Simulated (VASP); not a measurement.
Here is a VASP 6.6.1 calculation.

The input INCAR:

```
PREC     = Accurate       # precision mode
ENCUT    = 500            # plane-wave cutoff, eV
EDIFF    = 1E-6           # SCF threshold, eV
ISMEAR   = 0              # smearing method
SIGMA    = 0.01           # smearing width, eV
LREAL    = False          # projectors in reciprocal space
LASPH    = True           # aspherical terms in the spheres
NELM     = 120            # most SCF steps
ALGO     = Normal         # electronic algorithm
ISIF     = 2              # what is computed and relaxed
LWAVE    = False          # write WAVECAR
LCHARG   = False          # write CHGCAR
GGA      = PS             # functional
NBANDS   = 17             # bands
GGA_COMPAT= False
```

The input KPOINTS:

```
Automatic mesh
0
Gamma
  3 3 3
```

POSCAR

```
PbS
1.0
    0.0000000000      2.9705683225      2.9705683225
    2.9705683225      0.0000000000      2.9705683225
    2.9705683225      2.9705683225      0.0000000000
Pb S
1 1
Direct
    0.0000000000      0.0000000000      0.0000000000
    0.5000000000      0.5000000000      0.5000000000
```

Potentials or basis: VASP PAW PBE potentials, release 64 (Pb_d, S).

Launch:

```console
$ cat potpaw_PBE.64/Pb_d/POTCAR potpaw_PBE.64/S/POTCAR > POTCAR
$ mpirun -np 1 vasp_std > vasp.out
```

(1) What does it give for the pressure?

## Answers

(1) -2.3 GPa.

Caveat: the k points lie up to 0.61 Å⁻¹ apart; the PAW data sets were made with another functional, which shifts forces and pressure a little.
